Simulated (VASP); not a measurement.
# BeS (I-4m2) in VASP: notebook

The runs below take BeS through single point, with PBE.

Everything below comes from runs of VASP 6.6.1. Logs are shortened: lines on timing, memory, paths and dates and some standing lists are left out, and cuts for length are marked.

**1. The cell of the first run**

Symmetry: I-4m2, No. 119, tetragonal system. The conventional cell has a = 3.481 Å, b = 3.481 Å, c = 4.705 Å, α = 90.00°, β = 90.00°, γ = 90.00°. Within 2.8 Å of Be (site symmetry -4m2) lie 4 S at 2.10 Å. S (site symmetry -4m2) has 4 Be at 2.10 Å within 2.8 Å.

**2. Single point, PBE (strain +0.015 along x and y, -0.030 along z)**

INCAR

```
PREC     = Accurate       # precision mode
ENCUT    = 520            # plane-wave cutoff, eV
EDIFF    = 1E-7           # SCF threshold, eV
ISMEAR   = 0              # smearing method
SIGMA    = 0.05           # smearing width, eV
LREAL    = False          # projectors in reciprocal space
LASPH    = True           # aspherical terms in the spheres
NELM     = 100            # most SCF steps
ALGO     = Normal         # electronic algorithm
ISIF     = 2              # what is computed and relaxed
LWAVE    = False          # write WAVECAR
LCHARG   = False          # write CHGCAR
GGA      = PE             # functional
NBANDS   = 11             # bands
```

KPOINTS

```
Automatic mesh
0
Gamma
  8 8 8
```

POSCAR

```
BeS
1.0
    0.0000000000      2.4613750000      2.3522500000
    2.4613750000      0.0000000000      2.3522500000
    2.4613750000      2.4613750000      0.0000000000
Be S
1 1
Direct
    0.0000000000      0.0000000000      0.0000000000
    0.7500000000      0.7500000000      0.7500000000
```

Potentials or basis: VASP PAW PBE potentials, release 64 (Be, S).

On the command line:

```bash
> cat potpaw_PBE.64/Be/POTCAR potpaw_PBE.64/S/POTCAR > POTCAR
> mpirun -np 1 vasp_std > vasp.out
```

OUTCAR:

```text
PREC = Accurate
   ENCUT = 520
   EDIFF = 1E-7
   ISMEAR = 0
   LREAL = False
   LASPH = True
   NELM = 100
   ISIF = 2
   GGA = PE

 ion  position               nearest neighbor table
   1  0.000  0.000  0.000-   2 2.10   2 2.10   2 2.10   2 2.10
   2  0.750  0.750  0.750-   1 2.10   1 2.10   1 2.10   1 2.10

  LATTYP: Found a body centered tetragonal cell.
 ALAT       =     3.4809099071
 C/A-ratio  =     1.3515144389

  Lattice vectors:

 A1 = (   0.0000000000,  -2.4613750000,  -2.3522500000)
 A2 = (   0.0000000000,   2.4613750000,  -2.3522500000)
 A3 = (   2.4613750000,   0.0000000000,   2.3522500000)

Analysis of symmetry for initial positions (statically):
=====================================================================
 Subroutine PRICEL returns:
 Original cell was already a primitive cell.

 Routine SETGRP: Setting up the symmetry group for a
 body centered tetragonal supercell.

 Subroutine GETGRP returns: Found  8 space group operations
 (whereof  8 operations were pure point group operations)
 out of a pool of 16 trial point group operations.

The static configuration has the point symmetry D_2d.

Analysis of symmetry for dynamics (positions and initial velocities):
=====================================================================
 Subroutine PRICEL returns:
 Original cell was already a primitive cell.

 Routine SETGRP: Setting up the symmetry group for a
 body centered tetragonal supercell.

 Subroutine GETGRP returns: Found  8 space group operations
 (whereof  8 operations were pure point group operations)
 out of a pool of 16 trial point group operations.

The dynamic configuration has the point symmetry D_2d.

 Subroutine INISYM returns: Found  8 space group operations
 (whereof  8 operations are pure point group operations),
 and found     1 'primitive' translations

----------------------------------------------------------------------------------------

                                     Primitive cell

  volume of cell :      28.5016

  direct lattice vectors                    reciprocal lattice vectors
     0.000000000  2.461375000  2.352250000    -0.203138490  0.203138490  0.212562440
     2.461375000  0.000000000  2.352250000     0.203138490 -0.203138490  0.212562440
     2.461375000  2.461375000  0.000000000     0.203138490  0.203138490 -0.212562440

  length of vectors
     3.404621411  3.404621411  3.480909907     0.357369953  0.357369953  0.357369953

  position of ions in fractional coordinates (direct lattice)
     0.000000000  0.000000000  0.000000000
     0.750000000  0.750000000  0.750000000

  ion indices of the primitive-cell ions
   primitive index   ion index
                 1           1
                 2           2

----------------------------------------------------------------------------------------

 KPOINTS: Automatic mesh

Automatic generation of k-mesh.
 Grid dimensions read from file:
 generate k-points for:    8    8    8

 Generating k-lattice:

  Cartesian coordinates                     Fractional coordinates (reciprocal lattice)
    -0.025392311  0.025392311  0.026570305     0.125000000  0.000000000  0.000000000
     0.025392311 -0.025392311  0.026570305     0.000000000  0.125000000  0.000000000
     0.025392311  0.025392311 -0.026570305    -0.000000000 -0.000000000  0.125000000

  Length of vectors
     0.044671244  0.044671244  0.044671244

  Shift w.r.t. Gamma in fractional coordinates (k-lattice)
     0.000000000  0.000000000  0.000000000

 Subroutine IBZKPT returns following result:
 ===========================================

 Found     59 irreducible k-points:

 Following reciprocal coordinates:
            Coordinates               Weight
  0.000000  0.000000  0.000000      1.000000
  0.125000  0.000000  0.000000      8.000000
  0.250000  0.000000  0.000000      8.000000
  0.375000  0.000000  0.000000      8.000000
  0.500000  0.000000  0.000000      4.000000
  0.125000  0.125000  0.000000      2.000000
[... 16 lines left out ...]
  0.250000  0.000000  0.125000     16.000000
  0.375000  0.000000  0.125000     16.000000
 [... further k-points ...]
   k-points           NKPTS =     59   k-points in BZ     NKDIM =     59   number of bands    NBANDS=     11
   number of dos      NEDOS =    301   number of ions     NIONS =      2
   total plane-waves  NPLWV =  21952
   dimension x,y,z NGX =    28 NGY =   28 NGZ =   28
   dimension x,y,z NGXF=    56 NGYF=   56 NGZF=   56
   ions per type =               1   1
   NGX,Y,Z   is equivalent  to a cutoff of  13.67, 13.67, 13.37 a.u.
   NGXF,Y,Z  is equivalent  to a cutoff of  27.34, 27.34, 26.75 a.u.
 SYSTEM =  unknown system
   PREC   = accura    normal or accurate (medium, high low for compatibility)
   ISTART =      0    job   : 0-new  1-cont  2-samecut
   ICHARG =      2    charge: 1-file 2-atom 10-const
   ISPIN  =      1    spin polarized calculation?
   LNONCOLLINEAR =      F non collinear calculations
   LSORBIT =      F    spin-orbit coupling
   LASPH  =      T    aspherical Exc in radial PAW
   ENCUT  =  520.0 eV  38.22 Ry    6.18 a.u.   6.33  6.33  6.47*2*pi/ulx,y,z
   NELM   =    100;   NELMIN=  2; NELMDL= -5     # of ELM steps
   EDIFF  = 0.1E-06   stopping-criterion for ELM
   LREAL  =      F    real-space projection
   EDIFFG = 0.1E-05   stopping-criterion for IOM
   NSW    =      0    number of steps for IOM
   IBRION =     -1    ionic relax: 0-MD 1-quasi-New 2-CG
   NFREE  =      0    steps in history (QN), initial steepest desc. (CG)
   ISIF   =      2    stress and relaxation
   ISYM   =      2    0-nonsym 1-usesym 2-fastsym
   POTIM  = 0.5000    time-step for ionic-motion
   TEBEG  =    0.0;   TEEND  =   0.0 temperature during run
   PSTRESS=    0.0 pullay stress
   NELECT =       8.0000    total number of electrons
   NUPDOWN=      -1.0000    fix difference up-down
   EMIN   =  10.00;   EMAX   =-10.00  energy-range for DOS
   EFERMI =   0.00;   METHOD = LEGACY
   ISMEAR =     0;   SIGMA  =   0.05  broadening in eV -4-tet -1-fermi 0-gaus
   EFERMI_NEDOS =   21; number of points for ismear=-14 and -15
   IALGO  =     38    algorithm
   IMIX   =      4    mixing-type and parameters
     AMIX     =   0.40;   BMIX     =  1.00
     AMIX_MAG =   1.60;   BMIX_MAG =  1.00
  volume/ion in A,a.u.               =      14.25        96.17
  Fermi-wavevector in a.u.,A,eV,Ry     =   1.071886  2.025570 15.632264  1.148939
  Thomas-Fermi vector in A             =   2.207639
   LORBIT       =      0    0 simple, 1 ext, 2 COOP (PROOUT), +10 PAW based schemes
   GGA     = PE    functional components
   LHFCALC =     F    Hartree Fock is set to
   AEXX    =    0.0000 exact exchange contribution
   IVDW    =     0    specifies the selected vdW correction
   LEPSILON=     F    determine dielectric tensor
   LRPA    =     F    only Hartree local field effects (RPA)
 non-spin polarized calculation
 Gauss-broadening in eV      SIGMA  =   0.05
  energy-cutoff  :      520.00
  volume of cell :       28.50
 maximum number of plane-waves:       793
 NGX is ok and might be reduce to    28
   NGX = 13   NGY = 13   NGZ = 13

 number of electron       7.9999999 magnetization

 Free energy of the ion-electron system (eV)
  ---------------------------------------------------
  ext. energy  EPLUGINS =         0.00000000
  ---------------------------------------------------
  free energy    TOTEN  =        -9.99954793 eV

  energy without entropy =       -9.99954793  energy(sigma->0) =       -9.99954793

 E-fermi :   4.6282     XC(G=0):  -9.7354

 val. band max:        4.3321338994   @ k =   0.0000   0.0000   0.0000
 cond. band min:       7.0715314904   @ k =   0.5000   0.5000   0.0000
 fundamental gap:      2.7393975910
 Fermi energy:         4.6282069909

 k-point     1 :       0.0000    0.0000    0.0000
  band No.  band energies     occupation
      1      -9.5119      2.00000
      2       4.1109      2.00000
      3       4.1109      2.00000
      4       4.3321      2.00000
      5       9.8278      0.00000
      6       9.8893      0.00000
      7       9.8893      0.00000
      8      10.0656      0.00000
      9      16.5087      0.00000
     10      17.4281      0.00000
     11      19.0707      0.00000

 k-point     2 :       0.1250    0.0000    0.0000
  band No.  band energies     occupation
      1      -9.3341      2.00000
      2       2.9793      2.00000
      3       3.8874      2.00000
      4       4.0882      2.00000
      5       9.7693      0.00000
      6      10.2312      0.00000
      7      10.2336      0.00000
      8      11.3532      0.00000
      9      15.9361      0.00000
     10      16.6327      0.00000
     11      18.9222      0.00000

 k-point     3 :       0.2500    0.0000    0.0000
  band No.  band energies     occupation
      1      -8.8442      2.00000
      2       0.8802      2.00000
      3       3.4426      2.00000
      4       3.7336      2.00000
      5       9.6896      0.00000
      6      10.6861      0.00000
      7      10.8696      0.00000
      8      13.4680      0.00000
      9      15.9438      0.00000
     10      16.1928      0.00000
     11      18.5122      0.00000

 k-point     4 :       0.3750    0.0000    0.0000
  band No.  band energies     occupation
      1      -8.2214      2.00000
      2      -0.8815      2.00000
      3       3.0836      2.00000
      4       3.4516      2.00000
      5       9.5963      0.00000
      6      10.6505      0.00000
      7      11.0895      0.00000
      8      14.9858      0.00000
      9      17.2704      0.00000
     10      17.5441      0.00000
     11      18.7077      0.00000
[... 239 lines left out ...]
 k-point    22 :       0.1250    0.0000    0.1250
  band No.  band energies     occupation
      1      -9.2828      2.00000
      2       3.1519      2.00000
      3       3.5726      2.00000
      4       3.7368      2.00000
      5       9.4467      0.00000
      6      10.6361      0.00000
      7      10.9667      0.00000
      8      11.1618      0.00000
      9      14.8115      0.00000
     10      17.4845      0.00000
     11      19.5589      0.00000

 k-point    23 :       0.2500    0.0000    0.1250
  band No.  band energies     occupation
      1      -8.9025      2.00000
      2       1.5467      2.00000
      3       3.1588      2.00000
      4       3.3446      2.00000
      5       9.5712      0.00000
      6      10.9570      0.00000
      7      11.6579      0.00000
      8      12.1701      0.00000
      9      14.9823      0.00000
     10      17.4403      0.00000
     11      19.6890      0.00000

 k-point    24 :       0.3750    0.0000    0.1250
  band No.  band energies     occupation
      1      -8.3133      2.00000
      2      -0.2508      2.00000
      3       2.7274      2.00000
      4       2.9925      2.00000
      5       9.8132      0.00000
      6      10.9265      0.00000
      7      11.9286      0.00000
      8      13.1900      0.00000
      9      16.9059      0.00000
     10      18.2050      0.00000
     11      19.2450      0.00000

 [... further k-points ...]
[... 5 lines left out ...]
  --------------------------------------------------------------------------------------
  -------------------------------------------------------------------------------------
  Total        0.0419008      0.0419008      0.7647816      0.0000000      0.0000000      0.0000000
  in kB        2.3553976      2.3553976     42.9911416      0.0000000      0.0000000      0.0000000
  external PRESSURE =      15.9006456 kB  Pullay stress =       0.0000000 kB

 VOLUME and BASIS-vectors are now :
 -----------------------------------------------------------------------------
  energy-cutoff  :      520.00
  volume of cell :       28.50
      direct lattice vectors                 reciprocal lattice vectors
     0.000000000  2.461375000  2.352250000    -0.203138490  0.203138490  0.212562440
     2.461375000  0.000000000  2.352250000     0.203138490 -0.203138490  0.212562440
     2.461375000  2.461375000  0.000000000     0.203138490  0.203138490 -0.212562440

 POSITION                                       TOTAL-FORCE (eV/Angst)
 -----------------------------------------------------------------------------------
      0.00000      0.00000      0.00000        -0.000000     -0.000000     -0.000000
      3.69206      3.69206      3.52838         0.000000      0.000000      0.000000
 -----------------------------------------------------------------------------------
    total drift:                               -0.000000     -0.000000      0.000000

  FREE ENERGIE OF THE ION-ELECTRON SYSTEM (eV)
  ---------------------------------------------------
  free  energy   TOTEN  =        -9.9995479329 eV

  energy  without entropy=       -9.9995479329  energy(sigma->0) =       -9.99954793
```

Run time: 12 s. Hardware: 1 thread of Intel Xeon 6975P-C (Granite Rapids), shared host; peak memory 0.15 GiB.

What came out:

| Quantity | Value |
| --- | --- |
| Free energy | -9.9995 eV |
| Pressure | 1.6 GPa |
| Band gap on the k mesh | 2.74 eV, indirect (least direct gap 5.50 eV) |

Stress tensor (GPa, compression positive):
```
0.24 0.00 0.00
0.00 0.24 0.00
0.00 0.00 4.30
```

Caveat: the cell differs from its parent crystal (strain +0.015 along x and y, -0.030 along z). A k mesh can miss the band edges.

**3. Single point, PBE (strain +0.030 along x and y, -0.030 along z)**

INCAR

```
SYSTEM = BeS
PREC = Accurate ; ENCUT = 520
EDIFF = 1E-7 ; ISMEAR = 0
SIGMA = 0.05 ; LREAL = .FALSE.
LASPH = .TRUE. ; NELM = 80
ALGO = Normal ; ISIF = 2
LWAVE = .FALSE. ; LCHARG = .TRUE.
GGA = PE ; LELF = .TRUE.
LVHAR = .TRUE. ; NBANDS = 11
```

KPOINTS

```
Automatic mesh
0
G
  8 8 8
  0 0 0
```

POSCAR

```
BeS
1.0
    0.0000000000      2.4977500000      2.3522500000
    2.4977500000      0.0000000000      2.3522500000
    2.4977500000      2.4977500000      0.0000000000
Be S
1 1
Direct
    0.0000000000      0.0000000000      0.0000000000
    0.7500000000      0.7500000000      0.7500000000
```

Potentials or basis: VASP PAW PBE potentials, release 64 (Be, S).

On the command line:

```bash
> cat potpaw_PBE.64/Be/POTCAR potpaw_PBE.64/S/POTCAR > POTCAR
> mpirun -np 1 vasp_std > vasp.out
```

Run time: 12 s. Hardware: 1 thread of Intel Xeon 6975P-C (Granite Rapids), shared host; peak memory 0.15 GiB.

It converged, with:

```yaml
Free_energy: -9.9925 eV
Pressure: -1.2 GPa
Band_gap_on_the_k_mesh: 2.71 eV, indirect (least direct gap 5.44 eV)
```

Stress tensor (GPa, compression positive):
```
-2.90  0.00  0.00
 0.00 -2.90  0.00
 0.00  0.00  2.26
```

Levels at points of the mesh, in eV from the valence-band top:
```csv
k point,band 1,band 2,band 3,band 4,band 5,band 6,band 7,band 8
"(0.00, 0.00, 0.00)",-13.69,-0.28,-0.28,0.00,5.44,5.46,5.55,5.55
"(0.50, 0.00, 0.00)",-12.15,-5.79,-1.43,-0.93,5.02,6.13,6.82,10.91
"(0.50, 0.50, 0.00)",-11.46,-4.78,-3.02,-3.02,2.71,4.38,12.36,12.36
"(0.50, 0.00, 0.50)",-11.72,-5.19,-2.61,-2.52,3.15,4.96,12.09,12.29
```

Caveat: the cell differs from its parent crystal (strain +0.030 along x and y, -0.030 along z). A k mesh can miss the band edges.

(Continued in part 2 of 2.)
